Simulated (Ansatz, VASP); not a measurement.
**Sn in VASP and in Ansatz**

INCAR

```
PREC = Accurate
ENCUT = 520
EDIFF = 1E-7
ISMEAR = -1
SIGMA = 0.05
LREAL = F
LASPH = T
NELM = 100
ALGO = Normal
ISIF = 2
LWAVE = F
LCHARG = F
GGA = CA
NBANDS = 21
```

Contents of KPOINTS:

```
regular mesh
0
Gamma
  15 15 15
```

File POSCAR:

```
Sn
1.0
   -2.9158500000      2.9158500000      1.5906500000
    2.9158500000     -2.9158500000      1.5906500000
    2.9158500000      2.9158500000     -1.5906500000
Sn
2
Direct
    0.0000000000      0.0000000000      0.0000000000
    0.7500000000      0.2500000000      0.5000000000
```

Input for Ansatz:

```yaml
crystal:
  lattice:
    - [-2.91585, 2.91585, 1.59065]
    - [2.91585, -2.91585, 1.59065]
    - [2.91585, 2.91585, -1.59065]
  atoms:
    - { symbol: Sn, position: [0.0, 0.0, 0.0] }
    - { symbol: Sn, position: [0.75, 0.25, 0.5] }
kpoints:
  mp_grid: { grid: [15, 15, 15] }
  band_path:
    path:
      - [0.0, 0.0, 0.0]
      - [0.0, 0.0, 0.5]
      - [-0.5, 0.5, 0.5]
      - [0.0, 0.0, 0.0]
      - [0.3243975974, 0.3243975974, -0.3243975974]
      - [-0.3243975974, 0.6756024026, 0.3243975974]
      - [-0.5, 0.5, 0.5]
      - [0.0, 0.0, 0.5]
      - [0.25, 0.25, 0.25]
    npoints: 14
scf:
  occupations: { method: fermi_dirac, width: 0.05 }
hamiltonian:
  xc: lda
  pseudopotentials: { kind: all_electron, lapw: { basis_error: 0.0005 } }
output:
  forces: true
  stress: true
  eigenvalues: true
  populations: true
  dos: { projected: true, de: 0.2, e_range: [-14, 8] }
```

Alike in both runs: task single point; functional LDA; k mesh 15 × 15 × 15; occupations fermi-dirac, width 0.05 eV; no spin polarisation.

```csv
,VASP,Ansatz
version,VASP 6.6.1,Ansatz 0.2.0
potentials or method,"VASP PAW LDA potentials, release 64 (Sn_d), cutoff 520 eV","all-electron LAPW, scalar-relativistic"
```

VASP gave:

```
pressure (GPa)                                                : -1.8
traceless stress, the component that is largest in VASP (GPa) : -0.64
```

Q: Which values does Ansatz return?

A: Pressure (GPa): -1.8; traceless stress, the component that is largest in VASP (GPa): -0.65.

LDA's correlation is that of Perdew and Zunger in VASP and of Perdew and Wang (1992) in Ansatz. Ansatz ran all-electron here, and VASP with PAW potentials.
